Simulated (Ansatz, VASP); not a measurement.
**BiTe: VASP beside Ansatz**

POSCAR

```
BiTe
1.0
    2.2198310163      1.2816200348      3.9513539146
   -2.2198310163      1.2816200348      3.9513539146
    0.0000000000     -2.5632400697      3.9513539146
Bi Te
1 1
Direct
    0.5000000000      0.5000000000      0.5000000000
    0.0000000000      0.0000000000      0.0000000000
```

Contents of INCAR.step1:

```
SYSTEM = BiTe
PREC = Accurate ; ENCUT = 520
ISMEAR = 0 ; SIGMA = 0.15
LREAL = .False. ; LASPH = .True.
NELM = 80 ; NBANDS = 18
GGA = PE ; ALGO = Normal
EDIFF = 1E-4 ; LWAVE = .True.
LCHARG = .False.
```

Contents of INCAR.step2:

```
SYSTEM = BiTe
PREC = Accurate ; ENCUT = 520
EDIFF = 1E-6 ; ISMEAR = 0
SIGMA = 0.15 ; LREAL = .False.
LASPH = .True. ; NELM = 80
ALGO = Normal ; ISIF = 2
LWAVE = .False. ; LCHARG = .False.
METAGGA = R2SCAN ; LMIXTAU = .True.
NBANDS = 18 ; ISTART = 1
```

KPOINTS

```
Automatic mesh
0
Gamma
  12 12 12
  0 0 0
```

Input for Ansatz:

```yaml
crystal:
  lattice:
    - [2.2198310163, 1.2816200348, 3.9513539146]
    - [-2.2198310163, 1.2816200348, 3.9513539146]
    - [0.0, -2.5632400697, 3.9513539146]
  atoms:
    - { symbol: Bi, position: [0.5, 0.5, 0.5] }
    - { symbol: Te, position: [0.0, 0.0, 0.0] }
basis:
  ecutwfc: 500
kpoints:
  mp_grid: { grid: [12, 12, 12] }
hamiltonian:
  xc: r2scan
scf:
  occupations: { method: gaussian, width: 0.15 }
output:
  forces: true
  stress: true
  eigenvalues: true
  write_density: true
  write_potential: true
  elf: true
  volumetric_format: npy
```

Alike in both runs: task single point; functional r2SCAN; k mesh 12 × 12 × 12; occupations gaussian, width 0.15 eV; no spin polarisation.

```csv
,VASP,Ansatz
version,VASP 6.6.1,Ansatz 0.2.0
potentials or method,"VASP PAW PBE potentials, release 64 (Bi_d, Te), cutoff 520 eV","scalar-relativistic, plane waves, PAW"
valence electrons in the cell,21,31
```

Ansatz gave:

| Property | Result |
| --- | --- |
| gap on the k mesh at the Fermi level (eV) | none |
| pressure (GPa) | -0.1 |
| traceless stress, the component that is largest in VASP (GPa) | -0.11 |

Q: Which values does VASP return?

A: gap on the k mesh at the Fermi level (eV): none; pressure (GPa): -0.1; traceless stress, the component that is largest in VASP (GPa): -0.12.

VASP's potentials were made for PBE, not for r2SCAN. A gap of «none» marks a metal or a gap that the smearing closes. The functional is the same, so the differences come from potentials, cutoffs and numerics. VASP's potentials hold 21 valence electrons a cell and Ansatz's 31, so a difference there can come from the potentials and not from the codes.

Spin-orbit coupling is off throughout.
